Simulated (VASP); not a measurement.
# Al2Cu (C2/m) in VASP: further runs

The runs below take Al2Cu through single point, with PBEsol.

Everything below comes from runs of VASP 6.6.1. Logs are shortened: lines on timing, memory, paths and dates and some standing lists are left out, and cuts for length are marked.

### 1 The cell of the first run

It takes space group C2/m (No. 12, monoclinic). The conventional cell has a = 7.013 Å, b = 4.049 Å, c = 4.049 Å, α = 90.00°, β = 125.27°, γ = 90.00°. Al (site symmetry m) has 4 Cu at 2.34 to 2.62 Å and 6 Al at 2.63 to 3.12 Å within 3.2 Å. Cu (site symmetry 2/m) has 8 Al at 2.34 to 2.62 Å within 3.1 Å.

### 2 Single point, PBEsol (atoms displaced along a vibrational mode)

INCAR

```
ALGO     = Fast           # electronic algorithm
EDIFF    = 1E-6           # SCF threshold, eV
ENCUT    = 520            # plane-wave cutoff, eV
GGA      = PS             # functional
ISIF     = 2              # what is computed and relaxed
ISMEAR   = 0              # smearing method
LASPH    = T              # aspherical terms in the spheres
LCHARG   = T              # write CHGCAR
LELF     = T              # ELF
LREAL    = F              # projectors in reciprocal space
LVHAR    = T            
LWAVE    = F              # write WAVECAR
NBANDS   = 16             # bands
NELM     = 60             # most SCF steps
PREC     = Accurate       # precision mode
SIGMA    = 0.15           # smearing width, eV
```

KPOINTS

```
k-points
0
Gamma
  16 16 16
```

POSCAR

```
Al2Cu
1.0
   -2.0246315468      2.0246315468      2.8630136658
    2.0246315468     -2.0246315468      2.8630136658
    2.0246315468      2.0246315468     -2.8630136658
Al Cu
2 1
Direct
    0.7500000000      0.2932177401      0.5432177401
    0.2500000000      0.7067822599      0.4567822599
    0.5000000000      0.5000000000      0.0000000000
```

Potentials or basis: VASP PAW PBE potentials, release 64 (Al, Cu).

Started as:

```
$ cat potpaw_PBE.64/Al/POTCAR potpaw_PBE.64/Cu/POTCAR > POTCAR
$ mpirun -np 1 vasp_std > vasp.out
```

OUTCAR:

```text
EDIFF = 1E-6
   ENCUT = 520
   GGA = PS
   ISIF = 2
   ISMEAR = 0
   LASPH = T
   LREAL = F
   NELM = 60
   PREC = Accurate

 ion  position               nearest neighbor table
   1  0.750  0.293  0.543-   3 2.34   3 2.49   3 2.49   3 2.62   2 2.63   2 2.63   2 2.88   2 2.88
                             2 3.12   2 3.12
   2  0.250  0.707  0.457-   3 2.34   3 2.49   3 2.49   3 2.62   1 2.63   1 2.63   1 2.88   1 2.88
                             1 3.12   1 3.12
   3  0.500  0.500  0.000-   1 2.34   2 2.34   2 2.49   1 2.49   2 2.49   1 2.49   2 2.62   1 2.62

  LATTYP: Found a body centered tetragonal cell.
 ALAT       =     4.0492630936
 C/A-ratio  =     1.4140912060

  Lattice vectors:

 A1 = (  -2.0246315468,   2.0246315468,   2.8630136658)
 A2 = (   2.0246315468,  -2.0246315468,   2.8630136658)
 A3 = (   2.0246315468,   2.0246315468,  -2.8630136658)

Analysis of symmetry for initial positions (statically):
=====================================================================
 Subroutine PRICEL returns:
 Original cell was already a primitive cell.

 Routine SETGRP: Setting up the symmetry group for a
 body centered tetragonal supercell.

 Subroutine GETGRP returns: Found  4 space group operations
 (whereof  4 operations were pure point group operations)
 out of a pool of 16 trial point group operations.

The static configuration has the point symmetry C_2h.

Analysis of symmetry for dynamics (positions and initial velocities):
=====================================================================
 Subroutine PRICEL returns:
 Original cell was already a primitive cell.

 Routine SETGRP: Setting up the symmetry group for a
 body centered tetragonal supercell.

 Subroutine GETGRP returns: Found  4 space group operations
 (whereof  4 operations were pure point group operations)
 out of a pool of 16 trial point group operations.

The dynamic configuration has the point symmetry C_2h.

 Subroutine INISYM returns: Found  4 space group operations
 (whereof  4 operations are pure point group operations),
 and found     1 'primitive' translations

----------------------------------------------------------------------------------------

                                     Primitive cell

  volume of cell :      46.9435

  direct lattice vectors                    reciprocal lattice vectors
    -2.024631547  2.024631547  2.863013666     0.000000000  0.246958515  0.174641150
     2.024631547 -2.024631547  2.863013666     0.246958515  0.000000000  0.174641150
     2.024631547  2.024631547 -2.863013666     0.246958515  0.246958515  0.000000000

  length of vectors
     4.049087928  4.049087928  4.049087928     0.302469898  0.302469898  0.349252081

  position of ions in fractional coordinates (direct lattice)
     0.750000000  0.293217740  0.543217740
     0.250000000  0.706782260  0.456782260
     0.500000000  0.500000000  0.000000000

  ion indices of the primitive-cell ions
   primitive index   ion index
                 1           1
                 2           2
                 3           3

----------------------------------------------------------------------------------------

 KPOINTS: k-points

Automatic generation of k-mesh.
 Grid dimensions read from file:
 generate k-points for:   16   16   16

 Generating k-lattice:

  Cartesian coordinates                     Fractional coordinates (reciprocal lattice)
     0.000000000  0.015434907  0.010915072     0.062500000  0.000000000  0.000000000
     0.015434907  0.000000000  0.010915072     0.000000000  0.062500000  0.000000000
     0.015434907  0.015434907  0.000000000     0.000000000  0.000000000  0.062500000

  Length of vectors
     0.018904369  0.018904369  0.021828255

  Shift w.r.t. Gamma in fractional coordinates (k-lattice)
     0.000000000  0.000000000  0.000000000

 Subroutine IBZKPT returns following result:
 ===========================================

 Found   1098 irreducible k-points:

 Following reciprocal coordinates:
            Coordinates               Weight
  0.000000  0.000000  0.000000      1.000000
  0.062500 -0.000000  0.000000      4.000000
 -0.000000  0.062500  0.000000      2.000000
  0.062500 -0.000000 -0.062500      2.000000
  0.125000 -0.000000  0.000000      4.000000
 -0.000000  0.125000  0.000000      2.000000
[... 16 lines left out ...]
  0.500000 -0.000000  0.000000      2.000000
 -0.000000  0.500000  0.000000      1.000000
 [... further k-points ...]
   k-points           NKPTS =   1098   k-points in BZ     NKDIM =   1098   number of bands    NBANDS=     16
   number of dos      NEDOS =    301   number of ions     NIONS =      3
   total plane-waves  NPLWV =  27000
   dimension x,y,z NGX =    30 NGY =   30 NGZ =   30
   dimension x,y,z NGXF=    60 NGYF=   60 NGZF=   60
   ions per type =               2   1
   NGX,Y,Z   is equivalent  to a cutoff of  12.32, 12.32, 12.32 a.u.
   NGXF,Y,Z  is equivalent  to a cutoff of  24.63, 24.63, 24.63 a.u.
 SYSTEM =  unknown system
   PREC   = accura    normal or accurate (medium, high low for compatibility)
   ISTART =      0    job   : 0-new  1-cont  2-samecut
   ICHARG =      2    charge: 1-file 2-atom 10-const
   ISPIN  =      1    spin polarized calculation?
   LNONCOLLINEAR =      F non collinear calculations
   LSORBIT =      F    spin-orbit coupling
   LASPH  =      T    aspherical Exc in radial PAW
   ENCUT  =  520.0 eV  38.22 Ry    6.18 a.u.   7.53  7.53  7.53*2*pi/ulx,y,z
   NELM   =     60;   NELMIN=  2; NELMDL= -5     # of ELM steps
   EDIFF  = 0.1E-05   stopping-criterion for ELM
   LREAL  =      F    real-space projection
[... 7 lines left out ...]
   TEBEG  =    0.0;   TEEND  =   0.0 temperature during run
   PSTRESS=    0.0 pullay stress
   NELECT =      17.0000    total number of electrons
   NUPDOWN=      -1.0000    fix difference up-down
   EMIN   =  10.00;   EMAX   =-10.00  energy-range for DOS
   EFERMI =   0.00;   METHOD = LEGACY
   ISMEAR =     0;   SIGMA  =   0.15  broadening in eV -4-tet -1-fermi 0-gaus
   EFERMI_NEDOS =   21; number of points for ismear=-14 and -15
   IALGO  =     68    algorithm
   IMIX   =      4    mixing-type and parameters
     AMIX     =   0.40;   BMIX     =  1.00
     AMIX_MAG =   1.60;   BMIX_MAG =  1.00
  volume/ion in A,a.u.               =      15.65       105.60
  Fermi-wavevector in a.u.,A,eV,Ry     =   1.166897  2.205116 18.526366  1.361650
  Thomas-Fermi vector in A             =   2.303405
   LORBIT       =      0    0 simple, 1 ext, 2 COOP (PROOUT), +10 PAW based schemes
   GGA     = PS    functional components
   LHFCALC =     F    Hartree Fock is set to
   AEXX    =    0.0000 exact exchange contribution
   IVDW    =     0    specifies the selected vdW correction
   LEPSILON=     F    determine dielectric tensor
   LRPA    =     F    only Hartree local field effects (RPA)
 non-spin polarized calculation
 RMM-DIIS sequential band-by-band and
 Gauss-broadening in eV      SIGMA  =   0.15
  energy-cutoff  :      520.00
  volume of cell :       46.94
 maximum number of plane-waves:      1295
   NGX = 15   NGY = 15   NGZ = 15

 number of electron      17.0000003 magnetization

 Free energy of the ion-electron system (eV)
  ---------------------------------------------------
  ext. energy  EPLUGINS =         0.00000000
  ---------------------------------------------------
  free energy    TOTEN  =       -12.75911349 eV

  energy without entropy =      -12.74992913  energy(sigma->0) =      -12.75452131

 E-fermi :   7.0718     XC(G=0): -10.6216

 val. band max:        7.0710464550   @ k =   0.3125  -0.1875  -0.1875
 cond. band min:       7.0720519112   @ k =  -0.1875  -0.1250   0.2500
 fundamental gap:      0.0010054562
 Fermi energy:         7.0717981325

 k-point     1 :       0.0000    0.0000    0.0000
  band No.  band energies     occupation
      1      -3.2440      2.00000
      2       2.3330      2.00000
      3       2.3837      2.00000
      4       2.5598      2.00000
      5       3.0153      2.00000
      6       3.0540      2.00000
[... 8 lines left out ...]
     15      14.0952      0.00000
     16      14.8588      0.00000

 k-point     2 :       0.0625   -0.0000    0.0000
  band No.  band energies     occupation
      1      -3.1912      2.00000
      2       2.3361      2.00000
      3       2.3777      2.00000
      4       2.5611      2.00000
      5       3.0138      2.00000
      6       3.0516      2.00000
[... 8 lines left out ...]
     15      13.8120      0.00000
     16      14.1478      0.00000

 k-point     3 :      -0.0000    0.0625    0.0000
  band No.  band energies     occupation
      1      -3.1931      2.00000
      2       2.3380      2.00000
      3       2.3861      2.00000
      4       2.5454      2.00000
      5       3.0139      2.00000
      6       3.0554      2.00000
[... 8 lines left out ...]
     15      13.6577      0.00000
     16      14.1315      0.00000

 k-point     4 :       0.0625   -0.0000   -0.0625
  band No.  band energies     occupation
      1      -3.1901      2.00000
      2       2.3173      2.00000
      3       2.3971      2.00000
      4       2.5704      2.00000
      5       3.0102      2.00000
      6       3.0490      2.00000
[... 8 lines left out ...]
     15      13.5225      0.00000
     16      14.5136      0.00000
[... 324 lines left out ...]
 k-point    22 :       0.4375   -0.0000   -0.4375
  band No.  band energies     occupation
      1      -0.6866      2.00000
      2       0.7826      2.00000
      3       2.7321      2.00000
      4       2.7328      2.00000
      5       2.8283      2.00000
      6       2.9808      2.00000
[... 8 lines left out ...]
     15      16.4256      0.00000
     16      17.3965      0.00000

 k-point    23 :       0.5000   -0.0000    0.0000
  band No.  band energies     occupation
      1      -0.4702      2.00000
      2       0.4930      2.00000
      3       2.5422      2.00000
      4       2.6192      2.00000
      5       2.9485      2.00000
      6       3.0843      2.00000
[... 8 lines left out ...]
     15      17.3060      0.00000
     16      18.0074      0.00000

 k-point    24 :      -0.0000    0.5000    0.0000
  band No.  band energies     occupation
      1      -0.8408      2.00000
      2       0.9628      2.00000
      3       2.3951      2.00000
      4       2.4771      2.00000
      5       3.0585      2.00000
      6       3.1770      2.00000
[... 8 lines left out ...]
     15      16.7853      0.00000
     16      18.7470      0.00000

 [... further k-points ...]

------------------------ aborting loop because EDIFF is reached ----------------------------------------

  FORCE on cell =-STRESS in cart. coord.  units (eV):
  Direction    XX          YY          ZZ          XY          YZ          ZX
  --------------------------------------------------------------------------------------
  -------------------------------------------------------------------------------------
  Total        1.2606773      1.0459709      0.3543837      0.0000000      0.0000000     -1.8276592
  in kB       43.0268052     35.6988944     12.0950862      0.0000000      0.0000000    -62.3778475
  external PRESSURE =      30.2735952 kB  Pullay stress =       0.0000000 kB

 VOLUME and BASIS-vectors are now :
 -----------------------------------------------------------------------------
  energy-cutoff  :      520.00
  volume of cell :       46.94
      direct lattice vectors                 reciprocal lattice vectors
    -2.024631547  2.024631547  2.863013666     0.000000000  0.246958515  0.174641150
     2.024631547 -2.024631547  2.863013666     0.246958515  0.000000000  0.174641150
     2.024631547  2.024631547 -2.863013666     0.246958515  0.246958515  0.000000000

 POSITION                                       TOTAL-FORCE (eV/Angst)
 -----------------------------------------------------------------------------------
      0.17500      2.02463      1.43151        -1.520101      0.000000      0.263565
      1.84963     -0.00000      1.43151         1.520101     -0.000000     -0.263565
      0.00000      0.00000      2.86301         0.000000     -0.000000      0.000000
 -----------------------------------------------------------------------------------
    total drift:                                0.000000     -0.000000      0.000000

  FREE ENERGIE OF THE ION-ELECTRON SYSTEM (eV)
  ---------------------------------------------------
  free  energy   TOTEN  =       -12.7591134892 eV

  energy  without entropy=      -12.7499291288  energy(sigma->0) =      -12.75452131
```

Wall time 8 min (1 thread of AMD EPYC 9R45 (Zen 5), shared host); peak memory 0.8 GiB.

Results:

```
Free energy            : -12.7591 eV
Pressure               : 3.0 GPa
Largest force          : 1.543 eV/Å
Band gap on the k mesh : zero (an odd number of electrons rules out a gap without spin polarisation)
```

Forces on the atoms (eV/Å):
```
Al  -1.520  0.000  0.264
Al   1.520  0.000 -0.264
Cu   0.000  0.000  0.000
```

Caveat: the cell differs from its parent crystal (atoms displaced along a vibrational mode); the cell stands under pressure; the PAW data sets were made with another functional, which shifts forces and pressure a little.

### 3 Single point, PBEsol (atoms displaced along a vibrational mode)

INCAR

```
PREC = Accurate ; ENCUT = 520
EDIFF = 1E-7 ; ISMEAR = 0
SIGMA = 0.15 ; LREAL = False
LASPH = True ; NELM = 80
ALGO = Fast ; ISIF = 2
LWAVE = False ; LCHARG = True
GGA = PS ; LELF = True
LVHAR = True ; NBANDS = 16
```

KPOINTS

```
regular mesh
0
Gamma
  16 16 16
```

POSCAR

```
Al2Cu
1.0
   -2.0246315468      2.0246315468      2.8630136658
    2.0246315468     -2.0246315468      2.8630136658
    2.0246315468      2.0246315468     -2.8630136658
Al Cu
2 1
Direct
    0.7500000000      0.2808698144      0.5308698144
    0.2500000000      0.7191301856      0.4691301856
    0.5000000000      0.5000000000      0.0000000000
```

Potentials or basis: VASP PAW PBE potentials, release 64 (Al, Cu).

Started as:

```
$ cat potpaw_PBE.64/Al/POTCAR potpaw_PBE.64/Cu/POTCAR > POTCAR
$ mpirun -np 1 vasp_std > vasp.out
```

Run time: 10 min. Hardware: 1 thread of AMD EPYC 9R45 (Zen 5), shared host; peak memory 0.81 GiB.

The run converged. Its results:

- Free energy: -12.8877 eV
- Pressure: 1.6 GPa
- Largest force: 1.067 eV/Å
- Band gap on the k mesh: zero (an odd number of electrons rules out a gap without spin polarisation)

Forces in eV/Å, atoms in the order of the input:
```
Al  -1.059  0.000  0.136
Al   1.059  0.000 -0.136
Cu   0.000  0.000  0.000
```

Stress tensor (GPa, compression positive):
```
 2.35  0.00 -4.40
 0.00  1.90  0.00
-4.40  0.00  0.68
```

Levels at points of the mesh, in eV from the Fermi level:
| k point | band 6 | band 7 | band 8 | band 9 | band 10 | band 11 | band 12 | band 13 |
| --- | --- | --- | --- | --- | --- | --- | --- | --- |
| (0.00, 0.00, 0.00) | -4.03 | 2.50 | 2.86 | 2.91 | 2.98 | 3.04 | 3.18 | 4.33 |
| (0.50, 0.00, 0.00) | -3.99 | -3.91 | 0.22 | 1.11 | 2.59 | 3.41 | 3.81 | 4.32 |
| (0.00, 0.50, 0.00) | -3.92 | -3.83 | 0.51 | 1.01 | 2.52 | 3.01 | 3.94 | 4.19 |
| (0.50, 0.00, 0.50) | -4.06 | -4.01 | 0.21 | 0.75 | 2.93 | 3.39 | 3.81 | 4.58 |
| (0.50, 0.50, 0.00) | -3.89 | -3.74 | -2.02 | -1.93 | 0.40 | 1.49 | 9.11 | 10.78 |
| (0.50, 0.50, 0.50) | -3.87 | -3.72 | -2.03 | -1.89 | 0.40 | 1.45 | 9.08 | 10.72 |

Caveat: the cell differs from its parent crystal (atoms displaced along a vibrational mode); the PAW data sets were made with another functional, which shifts forces and pressure a little.
